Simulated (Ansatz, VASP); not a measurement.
**One calculation of BeTe, two programs**

```
Be Te
1.0
     0.00000    2.91348    2.82862
     2.91348    0.00000    2.82862
     2.91348    2.91348    0.00000
Be Te
1 1
Direct
  0.00000 0.00000 0.00000
  0.25000 0.25000 0.25000
```

Change from the starting cell: biaxial_xy strain +3.0%.

Alike in both runs: task single point; functional PBE; k mesh 8 × 8 × 8; occupations fermi-dirac, width 0.02 eV; no spin polarisation.

```csv
,VASP,Ansatz
version,VASP 6.6.1,Ansatz 0.2.0
potentials or method,"VASP PAW PBE potentials, release 64 (Be, Te)","plane waves, PAW"
plane-wave cutoff (eV),520,420
valence electrons in the cell,8,18
```

```tsv
	VASP	Ansatz	Ansatz less VASP
gap on the k mesh at the Fermi level (eV)	1.93	1.94	+0.011
pressure (GPa)	-2.7	-2.8	-0.10
traceless stress, the component that is largest in VASP (GPa)	1.08	1.08	+0.004
```

VASP's potentials hold 8 valence electrons a cell and Ansatz's 18, so a difference there can come from the potentials and not from the codes.

Spin-orbit coupling is off throughout.
